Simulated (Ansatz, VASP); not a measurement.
**Al5GaP6: VASP beside Ansatz**

```
CELL_PARAMETERS angstrom
3.88616 0.00000 0.00000
-1.94308 3.36551 0.00000
0.00000 0.00000 19.15660
ATOMIC_POSITIONS crystal
Al 0.66667 0.33333 0.16628
Al 0.66667 0.33333 0.49993
Al 0.66667 0.33333 0.83319
Al 0.33333 0.66667 0.99979
Al 0.33333 0.66667 0.66658
Ga 0.33333 0.66667 0.33352
P 0.66667 0.33333 0.29117
P 0.66667 0.33333 0.62485
P 0.66667 0.33333 0.95805
P 0.33333 0.66667 0.12466
P 0.33333 0.66667 0.45852
P 0.33333 0.66667 0.79146
```

Alike in both runs: functional PBE; k mesh 12 × 12 × 2; occupations gaussian, width 0.02 eV; no spin polarisation.

Ansatz relaxed the structure, and its values are those at the end. VASP's run is a single point on that final structure, the one shown.

```csv
,VASP,Ansatz
version,VASP 6.6.1,Ansatz 0.2.0
potentials or method,"VASP PAW PBE potentials, release 64 (Al, Ga_d, P), cutoff 520 eV","scalar-relativistic, plane waves, PAW"
valence electrons in the cell,58,58
```

```csv
,VASP,Ansatz,Ansatz less VASP
gap on the k mesh at the Fermi level (eV),1.71,1.71,+0.002
least direct gap on the mesh (eV),1.90,1.91,+0.003
pressure (GPa),-0.1,0.0,+0.08
```
